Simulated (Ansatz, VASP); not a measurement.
# One calculation of BN, two programs

```
B N
1.0
     2.42833    0.00000    0.00000
    -1.21416    2.10299    0.00000
     0.00000    0.00000    6.49335
B N
2 2
Direct
  0.33333 0.66667 0.25000
  0.66667 0.33333 0.75000
  0.33333 0.66667 0.75000
  0.66667 0.33333 0.25000
```

Alike in both runs: task single point; functional LDA; k mesh 12 × 12 × 4; occupations gaussian, width 0.05 eV; no spin polarisation.

```csv
,VASP,Ansatz
version,VASP 6.6.1,Ansatz 0.2.0
potentials or method,"VASP PAW LDA potentials, release 64 (B, N), cutoff 520 eV","scalar-relativistic, plane waves, PAW"
valence electrons in the cell,16,16
```

|  | VASP | Ansatz | Ansatz less VASP |
| --- | --- | --- | --- |
| gap on the k mesh at the Fermi level (eV) | 4.17 | 4.19 | +0.014 |
| least direct gap on the mesh (eV) | 4.66 | 4.67 | +0.014 |
| pressure (GPa) | 21.3 | 20.7 | -0.64 |
| traceless stress, the component that is largest in VASP (GPa) | -21.43 | -20.57 | +0.858 |

Ansatz warns that its potentials were made for another functional, while VASP's fit it. LDA's correlation is that of Perdew and Zunger in VASP and of Perdew and Wang (1992) in Ansatz.
